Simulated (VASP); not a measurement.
# ZrH2 (Fm-3m) in VASP: further runs

Runs on ZrH2. Level: LDA. Tasks: single point, relaxation of cell and atoms.

Everything below comes from runs of VASP 6.6.1. Logs are shortened: lines on timing, memory, paths and dates and some standing lists are left out, and cuts for length are marked.

### 1 The cell of the first run

The structure is cubic, space group Fm-3m (No. 225). Conventional cell: a = 4.737 Å, b = 4.737 Å, c = 4.737 Å, α = 90.00°, β = 90.00°, γ = 90.00°. Within 2.7 Å of Zr (site symmetry m-3m) lie 8 H at 2.05 Å. Within 2.7 Å of H (site symmetry -43m) lie 4 Zr at 2.05 Å and 6 H at 2.37 Å.

### 2 Single point, LDA

Contents of INCAR:

```
SYSTEM = ZrH2
  PREC = Accurate
  ENCUT = 520
  EDIFF = 1E-6
  ISMEAR = -1
  SIGMA = 0.1
  LREAL = .False.
  LASPH = .True.
  NELM = 60
  ALGO = Normal
  ISIF = 2
  LWAVE = .False.
  LCHARG = .True.
  LELF = .True.
  LVHAR = .True.
  NBANDS = 14
```

Contents of KPOINTS:

```
regular mesh
0
Gamma
  16 16 16
  0 0 0
```

Contents of POSCAR:

```
ZrH2
1.0
    0.0000000000      2.3684195291      2.3684195291
    2.3684195291      0.0000000000      2.3684195291
    2.3684195291      2.3684195291      0.0000000000
Zr H
1 2
Direct
    0.0000000000      0.0000000000      0.0000000000
    0.2500000000      0.2500000000      0.2500000000
    0.7500000000      0.7500000000      0.7500000000
```

Potentials or basis: VASP PAW LDA potentials, release 64 (Zr_sv, H).

Run with:

```bash
> cat potpaw_LDA.64/Zr_sv/POTCAR potpaw_LDA.64/H/POTCAR > POTCAR
> mpirun -np 1 vasp_std > vasp.out
```

OUTCAR:

```text
SYSTEM = ZrH2
   PREC = Accurate
   ENCUT = 520
   EDIFF = 1E-6
   ISMEAR = -1
   LREAL = .False.
   LASPH = .True.
   NELM = 60
   ISIF = 2

 ion  position               nearest neighbor table
   1  0.000  0.000  0.000-   3 2.05   3 2.05   3 2.05   2 2.05   2 2.05   2 2.05   3 2.05   2 2.05

   2  0.250  0.250  0.250-   1 2.05   1 2.05   1 2.05   1 2.05
   3  0.750  0.750  0.750-   1 2.05   1 2.05   1 2.05   1 2.05

  LATTYP: Found a face centered cubic cell.
 ALAT       =     4.7368390582

  Lattice vectors:

 A1 = (   0.0000000000,   2.3684195291,   2.3684195291)
 A2 = (   2.3684195291,   0.0000000000,   2.3684195291)
 A3 = (   2.3684195291,   2.3684195291,   0.0000000000)

Analysis of symmetry for initial positions (statically):
=====================================================================
 Subroutine PRICEL returns:
 Original cell was already a primitive cell.

 Routine SETGRP: Setting up the symmetry group for a
 face centered cubic supercell.

 Subroutine GETGRP returns: Found 48 space group operations
 (whereof 48 operations were pure point group operations)
 out of a pool of 48 trial point group operations.

The static configuration has the point symmetry O_h .

Analysis of symmetry for dynamics (positions and initial velocities):
=====================================================================
 Subroutine PRICEL returns:
 Original cell was already a primitive cell.

 Routine SETGRP: Setting up the symmetry group for a
 face centered cubic supercell.

 Subroutine GETGRP returns: Found 48 space group operations
 (whereof 48 operations were pure point group operations)
 out of a pool of 48 trial point group operations.

The dynamic configuration has the point symmetry O_h .

 Subroutine INISYM returns: Found 48 space group operations
 (whereof 48 operations are pure point group operations),
 and found     1 'primitive' translations

----------------------------------------------------------------------------------------

                                     Primitive cell

  volume of cell :      26.5709

  direct lattice vectors                    reciprocal lattice vectors
     0.000000000  2.368419529  2.368419529    -0.211111247  0.211111247  0.211111247
     2.368419529  0.000000000  2.368419529     0.211111247 -0.211111247  0.211111247
     2.368419529  2.368419529  0.000000000     0.211111247  0.211111247 -0.211111247

  length of vectors
     3.349451019  3.349451019  3.349451019     0.365655406  0.365655406  0.365655406

  position of ions in fractional coordinates (direct lattice)
     0.000000000  0.000000000  0.000000000
     0.250000000  0.250000000  0.250000000
     0.750000000  0.750000000  0.750000000

  ion indices of the primitive-cell ions
   primitive index   ion index
                 1           1
                 2           2
                 3           3

----------------------------------------------------------------------------------------

 KPOINTS: regular mesh

Automatic generation of k-mesh.
 Grid dimensions read from file:
 generate k-points for:   16   16   16

 Generating k-lattice:

  Cartesian coordinates                     Fractional coordinates (reciprocal lattice)
    -0.013194453  0.013194453  0.013194453     0.062500000  0.000000000  0.000000000
     0.013194453 -0.013194453  0.013194453     0.000000000  0.062500000  0.000000000
     0.013194453  0.013194453 -0.013194453     0.000000000  0.000000000  0.062500000

  Length of vectors
     0.022853463  0.022853463  0.022853463

  Shift w.r.t. Gamma in fractional coordinates (k-lattice)
     0.000000000  0.000000000  0.000000000

 Subroutine IBZKPT returns following result:
 ===========================================

 Found    145 irreducible k-points:

 Following reciprocal coordinates:
            Coordinates               Weight
  0.000000  0.000000  0.000000      1.000000
  0.062500  0.000000  0.000000      8.000000
  0.125000  0.000000  0.000000      8.000000
  0.187500  0.000000  0.000000      8.000000
  0.250000  0.000000  0.000000      8.000000
  0.312500  0.000000  0.000000      8.000000
[... 16 lines left out ...]
 -0.125000  0.062500  0.000000     24.000000
 -0.062500  0.062500  0.000000     12.000000
 [... further k-points ...]
   k-points           NKPTS =    145   k-points in BZ     NKDIM =    145   number of bands    NBANDS=     14
   number of dos      NEDOS =    301   number of ions     NIONS =      3
   total plane-waves  NPLWV =  21952
   dimension x,y,z NGX =    28 NGY =   28 NGZ =   28
   dimension x,y,z NGXF=    56 NGYF=   56 NGZF=   56
   ions per type =               1   2
   NGX,Y,Z   is equivalent  to a cutoff of  13.90, 13.90, 13.90 a.u.
   NGXF,Y,Z  is equivalent  to a cutoff of  27.79, 27.79, 27.79 a.u.
 SYSTEM =  ZrH2
   PREC   = accura    normal or accurate (medium, high low for compatibility)
   ISTART =      0    job   : 0-new  1-cont  2-samecut
   ICHARG =      2    charge: 1-file 2-atom 10-const
   ISPIN  =      1    spin polarized calculation?
   LNONCOLLINEAR =      F non collinear calculations
   LSORBIT =      F    spin-orbit coupling
   LASPH  =      T    aspherical Exc in radial PAW
   ENCUT  =  520.0 eV  38.22 Ry    6.18 a.u.   6.23  6.23  6.23*2*pi/ulx,y,z
   NELM   =     60;   NELMIN=  2; NELMDL= -5     # of ELM steps
   EDIFF  = 0.1E-05   stopping-criterion for ELM
   LREAL  =      F    real-space projection
   EDIFFG = 0.1E-04   stopping-criterion for IOM
   NSW    =      0    number of steps for IOM
   IBRION =     -1    ionic relax: 0-MD 1-quasi-New 2-CG
   NFREE  =      0    steps in history (QN), initial steepest desc. (CG)
   ISIF   =      2    stress and relaxation
   ISYM   =      2    0-nonsym 1-usesym 2-fastsym
   POTIM  = 0.5000    time-step for ionic-motion
   TEBEG  =    0.0;   TEEND  =   0.0 temperature during run
   PSTRESS=    0.0 pullay stress
   NELECT =      14.0000    total number of electrons
   NUPDOWN=      -1.0000    fix difference up-down
   EMIN   =  10.00;   EMAX   =-10.00  energy-range for DOS
   EFERMI =   0.00;   METHOD = LEGACY
   ISMEAR =    -1;   SIGMA  =   0.10  broadening in eV -4-tet -1-fermi 0-gaus
   EFERMI_NEDOS =   21; number of points for ismear=-14 and -15
   IALGO  =     38    algorithm
   IMIX   =      4    mixing-type and parameters
     AMIX     =   0.40;   BMIX     =  1.00
     AMIX_MAG =   1.60;   BMIX_MAG =  1.00
  volume/ion in A,a.u.               =       8.86        59.77
  Fermi-wavevector in a.u.,A,eV,Ry     =   1.322256  2.498702 23.787894  1.748361
  Thomas-Fermi vector in A             =   2.451950
   LORBIT       =      0    0 simple, 1 ext, 2 COOP (PROOUT), +10 PAW based schemes
   GGA     = CA    functional components
   LHFCALC =     F    Hartree Fock is set to
   AEXX    =    0.0000 exact exchange contribution
   IVDW    =     0    specifies the selected vdW correction
   LEPSILON=     F    determine dielectric tensor
   LRPA    =     F    only Hartree local field effects (RPA)
 non-spin polarized calculation
  energy-cutoff  :      520.00
  volume of cell :       26.57
 maximum number of plane-waves:       728
 NGX is ok and might be reduce to    28
   NGX = 13   NGY = 13   NGZ = 13

 number of electron      14.0000000 magnetization

 Free energy of the ion-electron system (eV)
  ---------------------------------------------------
  ext. energy  EPLUGINS =         0.00000000
  ---------------------------------------------------
  free energy    TOTEN  =       -18.30653920 eV

  energy without entropy =      -18.26578791  energy(sigma->0) =      -18.28616356

 E-fermi :   8.6977     XC(G=0): -11.5861

 val. band max:        8.6955912687   @ k =   0.1875   0.1250   0.0625
 cond. band min:       8.6994404400   @ k =   0.1250   0.1250   0.0000
 fundamental gap:      0.0038491713
 Fermi energy:         8.6976522510

 k-point     1 :       0.0000    0.0000    0.0000
  band No.  band energies     occupation
      1     -40.1354      2.00000
      2     -18.0027      2.00000
      3     -18.0027      2.00000
      4     -18.0027      2.00000
      5      -1.0210      2.00000
      6       7.5016      1.99999
      7       8.3487      1.94076
      8       8.3487      1.94076
      9       8.3487      1.94076
     10      11.0931      0.00000
     11      11.0931      0.00000
     12      20.0388      0.00000
     13      21.2169      0.00000
     14      21.2169      0.00000

 k-point     2 :       0.0625    0.0000    0.0000
  band No.  band energies     occupation
      1     -40.1318      2.00000
      2     -18.0349      2.00000
      3     -18.0064      2.00000
      4     -18.0064      2.00000
      5      -0.9167      2.00000
      6       6.6817      2.00000
      7       8.4037      1.89951
      8       8.4037      1.89951
      9       9.2973      0.00496
     10      11.0372      0.00000
     11      11.0372      0.00000
     12      19.1496      0.00000
     13      21.4387      0.00000
     14      21.4387      0.00000

 k-point     3 :       0.1250    0.0000    0.0000
  band No.  band energies     occupation
      1     -40.1213      2.00000
      2     -18.1257      2.00000
      3     -18.0170      2.00000
      4     -18.0170      2.00000
      5      -0.6187      2.00000
      6       5.7053      2.00000
      7       8.5473      1.63627
      8       8.5473      1.63627
      9      10.6435      0.00000
     10      10.9145      0.00000
     11      10.9145      0.00000
     12      18.0477      0.00000
     13      22.0723      0.00000
     14      22.0723      0.00000
[... 324 lines left out ...]
 k-point    23 :      -0.1250    0.0625    0.0000
  band No.  band energies     occupation
      1     -40.1136      2.00000
      2     -18.1799      2.00000
      3     -18.0444      2.00000
      4     -18.0166      2.00000
      5      -0.3961      2.00000
      6       5.2423      2.00000
      7       8.6428      1.26756
      8       8.6613      1.17995
      9      10.6015      0.00000
     10      11.0740      0.00000
     11      11.3746      0.00000
     12      17.7000      0.00000
     13      21.8806      0.00000
     14      22.8242      0.00000

 k-point    24 :      -0.0625    0.0625    0.0000
  band No.  band energies     occupation
      1     -40.1258      2.00000
      2     -18.0806      2.00000
      3     -18.0232      2.00000
      4     -18.0078      2.00000
      5      -0.7471      2.00000
      6       6.0383      2.00000
      7       8.4867      1.78362
      8       8.5043      1.74719
      9      10.1415      0.00000
     10      10.8307      0.00000
     11      11.0779      0.00000
     12      18.5044      0.00000
     13      21.4533      0.00000
     14      21.9559      0.00000

 [... further k-points ...]

------------------------ aborting loop because EDIFF is reached ----------------------------------------

  FORCE on cell =-STRESS in cart. coord.  units (eV):
  Direction    XX          YY          ZZ          XY          YZ          ZX
  --------------------------------------------------------------------------------------
  -------------------------------------------------------------------------------------
  Total        0.0301187      0.0301187      0.0301187      0.0000000      0.0000000     -0.0000000
  in kB        1.8161026      1.8161026      1.8161026      0.0000000      0.0000000     -0.0000000
  external PRESSURE =       1.8161026 kB  Pullay stress =       0.0000000 kB

 VOLUME and BASIS-vectors are now :
 -----------------------------------------------------------------------------
  energy-cutoff  :      520.00
  volume of cell :       26.57
      direct lattice vectors                 reciprocal lattice vectors
     0.000000000  2.368419529  2.368419529    -0.211111247  0.211111247  0.211111247
     2.368419529  0.000000000  2.368419529     0.211111247 -0.211111247  0.211111247
     2.368419529  2.368419529  0.000000000     0.211111247  0.211111247 -0.211111247

 POSITION                                       TOTAL-FORCE (eV/Angst)
 -----------------------------------------------------------------------------------
      0.00000      0.00000      0.00000        -0.000000      0.000000     -0.000000
      1.18421      1.18421      1.18421         0.000000      0.000000      0.000000
      3.55263      3.55263      3.55263        -0.000000     -0.000000     -0.000000
 -----------------------------------------------------------------------------------
    total drift:                               -0.000000     -0.000000      0.000000

  FREE ENERGIE OF THE ION-ELECTRON SYSTEM (eV)
  ---------------------------------------------------
  free  energy   TOTEN  =       -18.3065392042 eV

  energy  without entropy=      -18.2657879079  energy(sigma->0) =      -18.28616356
```

It took 2 min on 1 thread of Intel Xeon 8259CL, shared host; peak memory 0.18 GiB.

Results:

* Free energy: -18.3065 eV
* Pressure: 0.2 GPa
* Band gap on the k mesh: zero (bands 7 and 8 overlap by 0.79 eV)

Levels at points of the mesh, in eV from the Fermi level:
```tsv
k point	band 3	band 4	band 5	band 6	band 7	band 8	band 9	band 10	band 11	band 12
(0.00, 0.00, 0.00)	-26.70	-26.70	-9.72	-1.20	-0.35	-0.35	-0.35	2.40	2.40	11.34
(0.50, 0.00, 0.00)	-26.80	-26.80	-7.55	-4.29	-0.22	-0.22	3.85	3.85	4.81	6.90
(0.50, 0.50, 0.00)	-26.96	-26.96	-6.71	-4.37	-3.50	4.04	4.11	4.11	6.98	6.98
```

### 3 Relaxation of cell and atoms, LDA

Contents of INCAR:

```
PREC = Accurate
ENCUT = 600
EDIFF = 1E-6
ISMEAR = -1
SIGMA = 0.1
LREAL = F
LASPH = T
NELM = 80
ALGO = Normal
ISIF = 3
LWAVE = F
LCHARG = F
GGA = CA
IBRION = 2
NSW = 80
EDIFFG = -0.01
```

Contents of KPOINTS:

```
Automatic mesh
0
Gamma
  16 16 16
```

POSCAR is that of step 2.

Potentials or basis: VASP PAW LDA potentials, release 64 (Zr_sv, H).

Run with:

```bash
> cat potpaw_LDA.64/Zr_sv/POTCAR potpaw_LDA.64/H/POTCAR > POTCAR
> mpirun -np 1 vasp_std > vasp.out
```

Run time: 2.6 min. Hardware: 1 thread of Intel Xeon 8259CL, shared host; peak memory 0.19 GiB.

The run converged. Its results:

* Free energy: -18.3078 eV
* Relaxed volume: 8.88 Å³/atom
* Relaxed cell: a = 3.352 Å, b = 3.352 Å, c = 3.352 Å, α = 60.00°, β = 60.00°, γ = 60.00°
* Space group after relaxing (to 0.1 Å): Fm-3m (No. 225)
* Energy gained by relaxing: 0.0 meV/atom
* Ionic steps: 2
* Pressure after relaxing: -0.1 GPa
* Band gap on the k mesh: zero (bands 7 and 8 overlap by 0.78 eV)

Final structure:
```yaml
crystal:
  lattice:
    - [0.00000, 2.37029, 2.37029]
    - [2.37029, 0.00000, 2.37029]
    - [2.37029, 2.37029, 0.00000]
  atoms:
    - { symbol: Zr, position: [0.00000, 0.00000, 0.00000] }
    - { symbol: H, position: [0.25000, 0.25000, 0.25000] }
    - { symbol: H, position: [0.75000, 0.75000, 0.75000] }
```

Levels at points of the mesh, in eV from the Fermi level:
| k point | band 3 | band 4 | band 5 | band 6 | band 7 | band 8 | band 9 | band 10 | band 11 |
| --- | --- | --- | --- | --- | --- | --- | --- | --- | --- |
| (0.00, 0.00, 0.00) | -26.71 | -26.71 | -9.71 | -1.20 | -0.35 | -0.35 | -0.35 | 2.39 | 2.39 |
| (0.50, 0.00, 0.00) | -26.80 | -26.80 | -7.54 | -4.29 | -0.22 | -0.22 | 3.84 | 3.84 | 4.81 |
| (0.50, 0.50, 0.00) | -26.96 | -26.96 | -6.70 | -4.38 | -3.49 | 4.03 | 4.09 | 4.09 | 6.97 |
